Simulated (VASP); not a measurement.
GaSb3: single point with PBEsol+D3(BJ)

Crystal: GaSb3.

```
Ga Sb
1.0
     0.00000    3.58577    3.58577
     3.58577    0.00000    3.58577
     3.58577    3.58577    0.00000
Ga Sb
1 3
Direct
  0.02119 0.97881 0.97881
  0.26330 0.23670 0.23670
  0.72900 0.77100 0.77100
  0.49557 0.50443 0.50443
```

This cell differs from its parent crystal: atoms displaced along several vibrational modes.

* Program: VASP 6.6.1
* Task: single point
* Functional: PBEsol
* Dispersion: D3(BJ)
* Potentials or basis: VASP PAW PBE potentials, release 64 (Ga_d, Sb)
* Cutoff: 520 eV
* k mesh: 10 × 10 × 10
* Occupations: gaussian, width 0.15 eV
* Spin: no spin polarisation

```
Pressure                   : 1.0 GPa
Largest force              : 0.655 eV/Å
Band gap on the k mesh     : zero (bands 14 and 15 overlap by 3.98 eV)
Dispersion energy per atom : -0.493 eV
```

Forces on the atoms (eV/Å):
```
Ga   0.373  0.000  0.000
Sb   0.446  0.000  0.000
Sb  -0.655  0.000  0.000
Sb  -0.163  0.000  0.000
```

Stress tensor (GPa, compression positive):
```
 1.08  0.00  0.00
 0.00  0.93 -0.96
 0.00 -0.96  0.93
```

Levels at points of the mesh, in eV from the Fermi level:
```csv
k point,band 11,band 12,band 13,band 14,band 15,band 16,band 17,band 18
"(0.00, 0.00, 0.00)",-2.94,-2.93,-2.76,-2.46,-2.32,-1.25,-0.73,-0.34
"(0.50, 0.00, 0.00)",-3.68,-3.31,-2.77,0.13,0.18,2.29,2.48,3.00
"(0.00, 0.50, 0.00)",-3.72,-3.21,-2.49,-0.23,0.42,1.96,2.18,2.99
"(0.50, 0.50, 0.00)",-5.67,1.10,1.22,1.33,1.58,1.85,2.07,2.81
"(0.00, 0.50, 0.50)",-5.78,1.08,1.16,1.25,1.43,2.06,2.25,2.55
```

Wall time 2.6 min on 1 thread of Intel(R) Xeon(R) Platinum 8559C (Emerald Rapids), on a shared host, peak memory 0.48 GiB.

Caveat: the cell differs from its parent crystal (atoms displaced along several vibrational modes); the PAW data sets were made with another functional, which shifts forces and pressure a little; spin-orbit coupling is left out, which moves the levels of the heavy elements.
